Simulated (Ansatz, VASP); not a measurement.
BeSe in VASP and in Ansatz

The input INCAR:

```
PREC     = Accurate       # precision mode
ENCUT    = 600            # plane-wave cutoff, eV
EDIFF    = 1E-6           # SCF threshold, eV
ISMEAR   = -1             # smearing method
SIGMA    = 0.02           # smearing width, eV
LREAL    = False          # projectors in reciprocal space
LASPH    = True           # aspherical terms in the spheres
NELM     = 120            # most SCF steps
ALGO     = Normal         # electronic algorithm
ISIF     = 2              # what is computed and relaxed
LWAVE    = False          # write WAVECAR
LCHARG   = False          # write CHGCAR
GGA      = PE             # functional
NBANDS   = 11             # bands
GGA_COMPAT= False
```

File KPOINTS:

```
Automatic mesh
0
Gamma
  8 8 8
```

File POSCAR:

```
BeSe
1.0
    0.0000000000      2.5810353788      2.5810353788
    2.5810353788      0.0000000000      2.5810353788
    2.5810353788      2.5810353788      0.0000000000
Be Se
1 1
Direct
    0.0000000000      0.0000000000      0.0000000000
    0.2500000000      0.2500000000      0.2500000000
```

Input for Ansatz:

```yaml
crystal:
  lattice:
    - [0.0, 2.5810353788, 2.5810353788]
    - [2.5810353788, 0.0, 2.5810353788]
    - [2.5810353788, 2.5810353788, 0.0]
  atoms:
    - { symbol: Be, position: [0.0, 0.0, 0.0] }
    - { symbol: Se, position: [0.25, 0.25, 0.25] }
kpoints:
  mp_grid: { grid: [8, 8, 8] }
  band_path:
    path:
      - [[0.0, 0.0, 0.0], [-0.5, -0.5, -3.627515603761e-34], [-0.375, -0.375, 0.25]]
      - [[-0.375, -3.46750433711e-17, 0.375], [0.0, 0.0, 0.0], [-1.133686342717e-17, -1.133686342717e-17, 0.5], [-0.5, -0.25, 0.25], [-0.5, -0.5, -3.627515603761e-34]]
    npoints: 10
hamiltonian:
  xc: pbe
scf:
  occupations: { method: fermi_dirac, width: 0.02 }
  n_extra_bands: 4
output:
  forces: true
  stress: true
  eigenvalues: true
  write_density: true
  write_potential: true
  elf: true
  volumetric_format: npy
```

Alike in both runs: task single point; functional PBE; k mesh 8 × 8 × 8; occupations fermi-dirac, width 0.02 eV; no spin polarisation.

```csv
,VASP,Ansatz
version,VASP 6.6.1,Ansatz 0.2.0
potentials or method,"VASP PAW PBE potentials, release 64 (Be, Se)","plane waves, PAW"
plane-wave cutoff (eV),600,420
valence electrons in the cell,8,18
```

```tsv
	VASP	Ansatz	Ansatz less VASP
gap on the k mesh at the Fermi level (eV)	2.64	2.66	+0.011
pressure (GPa)	0.9	0.7	-0.19
```

VASP's potentials hold 8 valence electrons a cell and Ansatz's 18, so a difference there can come from the potentials and not from the codes.
